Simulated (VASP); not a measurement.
A run of VASP 6.6.1:

Contents of INCAR:

```
SYSTEM = H19C2NO8
PREC = Accurate
ENCUT = 520
EDIFF = 1E-6
ISMEAR = -1
SIGMA = 0.02
LREAL = Auto
LASPH = .True.
NELM = 100
ALGO = Normal
ISIF = 2
LWAVE = .False.
LCHARG = .False.
GGA = PE
IVDW = 12
NBANDS = 61
```

Contents of KPOINTS:

```
regular mesh
0
Gamma
  1 1 1
  0 0 0
```

Contents of POSCAR:

```
H19C2NO8
1.0
    6.8894190000      0.0000000000      0.0000000000
    0.0000000000      6.8894190000      0.0000000000
    0.0000000000      0.0000000000      6.8894190000
O H C N
8 19 2 1
Direct
    1.0040597928      0.8897156533      0.5009531715
    0.1558436223      0.3372250301      0.1127223066
    0.3708121032      0.4318175617      0.4443997917
    0.4774839923      0.8905304490      0.3174260715
    0.7366806769      0.2644260730      0.3470872515
    0.9453278575      0.8067200671      1.1011703338
    0.7851589312      0.4870736853      0.8807798309
    0.0382097004      0.2678895797      0.6319959000
    0.9895770150      0.8611104624      0.3602508594
    1.1169790865      0.8156669978      0.5412948806
    0.1675526194      0.4185374824     -0.0025500743
    0.1724179851      0.2045767796      0.0657879300
    0.3028432481      0.4076551638      0.3204220969
    0.4964878281      0.3657446345      0.4244039728
    0.6037070232      0.9547101524      0.3178962598
    0.5028188959      0.7539167444      0.3425870066
    0.8466658530      0.2789025234      0.4383069358
    0.7871536688      0.3158116629      0.2253516585
    1.0672277263      0.8128831236      1.0265974592
    0.8818364688      0.6908355540      1.0457670872
    0.8758413028      0.4145975086      0.7958019473
    0.6945884464      0.5487672778      0.7913901339
    0.1599079022      0.3203382882      0.5762750509
    0.0410033114      0.1276073624      0.5981007033
    0.6502468673     -0.0009498833      0.6493653603
    0.5582900543      0.1820327041      0.8081566287
    0.7090191118     -0.0073391903      0.9023391813
    0.5951152506      0.0274885111      0.7960799951
    0.4251819315     -0.0900424202      0.8317600645
    0.2904808271     -0.1873648386      0.8602595047
```

Potentials or basis: VASP PAW PBE potentials, release 64 (O, H, C, N).

The run is started by

```sh
$ cat potpaw_PBE.64/O/POTCAR potpaw_PBE.64/H/POTCAR potpaw_PBE.64/C/POTCAR potpaw_PBE.64/N/POTCAR > POTCAR
$ mpirun -np 1 vasp_gam > vasp.out
```

Hardware: 1 thread of Intel(R) Xeon(R) Platinum 8488C (Sapphire Rapids) (shared host).

Task: Estimate the wall time of this run.

Result: Wall time 42 s on 1 thread of Intel(R) Xeon(R) Platinum 8488C (Sapphire Rapids) (shared host), peak memory 0.36 GiB. Counts: scf iterations 16, k points 1.
